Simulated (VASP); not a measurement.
Pd, 1 atom in the cell. Symmetry: Fm-3m, No. 225, cubic system. Conventional cell: a = 4.038 Å, b = 4.038 Å, c = 4.038 Å, α = 90.00°, β = 90.00°, γ = 90.00°. Pd (site symmetry m-3m) has 12 Pd at 2.85 Å within 3.8 Å.  This cell differs from its parent crystal: volume scaled by 1.04.

```yaml
Program: VASP 6.6.1
Task: single point
Functional: RPBE
Potentials_or_basis: VASP PAW PBE potentials, release 64 (Pd)
Cutoff: 520 eV
k_mesh: 22 × 22 × 22
Occupations: fermi-dirac, width 0.1 eV
Spin: no spin polarisation
Dipole_correction: no
Further_INCAR_settings: ALGO = Normal; EDIFF = 1e-06; NBANDS = 11
```

Potentials or basis: VASP PAW PBE potentials, release 64 (Pd).

The run is started by

```sh
$ cat potpaw_PBE.64/Pd/POTCAR > POTCAR
$ mpirun -np 1 vasp_std > vasp.out
```

Hardware: 1 thread of Intel(R) Xeon(R) Platinum 8375C CPU @ 2.90GHz (Ice Lake), with other jobs on the host.

**Question.** How long does it take, and how much memory?

**Answer.** Run time: 22 s on 1 thread of Intel(R) Xeon(R) Platinum 8375C CPU @ 2.90GHz (Ice Lake), on a shared host, peak memory 0.18 GiB. Counts: scf iterations 11, k points 328.
